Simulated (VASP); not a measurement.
Set up this calculation in VASP 6.6.1, as the native input.

```
Task                   : single point
Functional             : PBEsol
Potentials or basis    : VASP PAW PBE potentials, release 64 (K_sv, F)
Cutoff                 : 520 eV
k mesh                 : 9 × 9 × 9
Occupations            : fermi-dirac, width 0.01 eV
Spin                   : no spin polarisation
Dipole correction      : no
Further INCAR settings : ALGO = Normal; EDIFF = 1e-07; NBANDS = 15
```

The structure of KF lies in POSCAR:

```
KF
1.0
    0.0000000000      2.6373671923      2.6373671923
    2.6373671923      0.0000000000      2.6373671923
    2.6373671923      2.6373671923      0.0000000000
K F
1 1
Direct
    0.0000000000      0.0000000000      0.0000000000
    0.5000000000      0.5000000000      0.5000000000
```

These files were run (other wordings do the same):

INCAR

```
PREC = Accurate ; ENCUT = 520
EDIFF = 1E-7 ; ISMEAR = -1
SIGMA = 0.01 ; LREAL = False
LASPH = True ; NELM = 100
ALGO = Normal ; ISIF = 2
LWAVE = False ; LCHARG = False
GGA = PS ; NBANDS = 15
```

KPOINTS

```
Automatic mesh
0
Gamma
  9 9 9
```

Potentials or basis: VASP PAW PBE potentials, release 64 (K_sv, F).

Run with:

```bash
$ cat potpaw_PBE.64/K_sv/POTCAR potpaw_PBE.64/F/POTCAR > POTCAR
$ mpirun -np 1 vasp_std > vasp.out
```

Results of the run:

The pressure is 0.7 GPa. The band gap on the k mesh is 6.23 eV.

Caveat: the PAW data sets were made with another functional, which shifts forces and pressure a little; an odd mesh through Γ misses points on the zone boundary, where band edges can lie.

Wall time 40 s on 1 thread of Intel Xeon 8259CL (shared host), peak memory 0.16 GiB.
